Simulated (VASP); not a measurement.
# BN: single point with LDA

Crystal: BN.

```
B N
1.0
     0.00000    1.80750    1.80750
     1.80750    0.00000    1.80750
     1.80750    1.80750    0.00000
B N
1 1
Direct
  0.00000 0.00000 0.00000
  0.75000 0.75000 0.75000
```

```
Program                : VASP 6.6.1
Task                   : single point
Functional             : LDA
Potentials or basis    : VASP PAW LDA potentials, release 64 (B, N)
Cutoff                 : 600 eV
k mesh                 : 8 × 8 × 8
Occupations            : gaussian, width 0.01 eV
Spin                   : no spin polarisation
Dipole correction      : no
Further INCAR settings : ALGO = Normal; EDIFF = 1e-06; NBANDS = 11
```

```
Pressure               : -10.3 GPa
Band gap on the k mesh : 4.34 eV (least direct gap 8.68 eV)
```

Levels at points of the mesh, in eV from the valence-band top:
```tsv
k point	band 1	band 2	band 3	band 4	band 5	band 6	band 7	band 8	band 9
(0.00, 0.00, 0.00)	-20.07	0.00	0.00	0.00	8.68	8.68	8.68	10.44	24.49
(0.50, 0.00, 0.00)	-15.79	-10.71	-1.95	-1.95	10.21	10.56	10.56	15.02	23.08
(0.50, 0.50, 0.00)	-14.41	-8.88	-4.93	-4.93	4.34	9.15	17.70	17.70	20.50
```

Run time: 3.6 s on 1 thread of AMD EPYC 7R43 64-Core Processor (Zen 3) (shared host), peak memory 0.08 GiB.

Caveat: the cell stands under tension. A k mesh can miss the band edges.
